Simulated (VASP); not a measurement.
Write the native input for VASP 6.6.1 that does the following.

- Task: relaxation of volume and atoms at fixed shape
- Functional: r2SCAN
- Potentials or basis: VASP PAW PBE potentials, release 64 (Gd)
- Cutoff: 800 eV
- k mesh: 9 × 9 × 9
- Occupations: methfessel-paxton, width 0.05 eV
- Spin: collinear spin, ferromagnetic start
- Starting moments: [7.0] μB
- Dipole correction: no
- Further INCAR settings: ALGO = Normal; EDIFF = 1e-07; IBRION = 2; EDIFFG = -0.03; NSW = 60; ISIF = 8

Gd:

```
CELL_PARAMETERS angstrom
-2.02500 2.02500 2.02500
2.02500 -2.02500 2.02500
2.02500 2.02500 -2.02500
ATOMIC_POSITIONS crystal
Gd 0.00000 0.00000 0.00000
```

This isn't the form of Gd at room conditions, which is hcp.

One way to write it, as run:

POSCAR

```
Gd
1.0
   -2.0250000000      2.0250000000      2.0250000000
    2.0250000000     -2.0250000000      2.0250000000
    2.0250000000      2.0250000000     -2.0250000000
Gd
1
Direct
    0.0000000000      0.0000000000      0.0000000000
```

INCAR.step1

```
PREC = Accurate
ENCUT = 800
ISMEAR = 1
SIGMA = 0.05
LREAL = False
LASPH = True
NELM = 200
ISPIN = 2
MAGMOM = 7
LMAXMIX = 6
GGA = PE
ALGO = Normal
EDIFF = 1E-5
LWAVE = True
LCHARG = False
GGA_COMPAT = False
IBRION = 2
ISIF = 3
EDIFFG = -0.005
NELMIN = 4
NSW = 100
```

INCAR.step2

```
PREC = Accurate
ENCUT = 800
EDIFF = 1E-7
ISMEAR = 1
SIGMA = 0.05
LREAL = False
LASPH = True
NELM = 200
ALGO = Normal
ISIF = 8
LWAVE = False
LCHARG = False
ISPIN = 2
MAGMOM = 7
LORBIT = 11
LMAXMIX = 6
METAGGA = R2SCAN
LMIXTAU = True
IBRION = 2
NSW = 60
EDIFFG = -0.03
ISTART = 1
GGA_COMPAT = False
NELMIN = 4
```

KPOINTS

```
regular mesh
0
Gamma
  9 9 9
```

Potentials or basis: VASP PAW PBE potentials, release 64 (Gd).

Run with:

```bash
$ cat potpaw_PBE.64/Gd/POTCAR > POTCAR
$ cp INCAR.step1 INCAR
$ mpirun -np 1 vasp_std > vasp.out
$ cp INCAR.step2 INCAR
$ mpirun -np 1 vasp_std > vasp.out
```

It gave:

The relaxed volume is 33.60 Å³/atom and the relaxed cell is a = 3.521 Å, b = 3.521 Å, c = 3.521 Å, α = 109.47°, β = 109.47°, γ = 109.47°. The space group after relaxing (to 0.1 Å) is Im-3m (No. 229). The energy gained by relaxing is 0.4 meV/atom. The ionic steps are 2, the pressure after relaxing is -0.1 GPa and the net moment is 7.92 μB per cell. The site moments are Gd +7.09 μB. The valence electrons inside the program's atomic spheres are Gd 15.19.

Caveat: the PAW data sets were made with another functional, which shifts forces and pressure a little; semilocal functionals describe open f shells poorly, which spoils levels, moments and volumes.

Run time: 13 min on 1 thread of Intel(R) Xeon(R) Platinum 8375C CPU @ 2.90GHz (Ice Lake), on a shared host, peak memory 0.27 GiB.
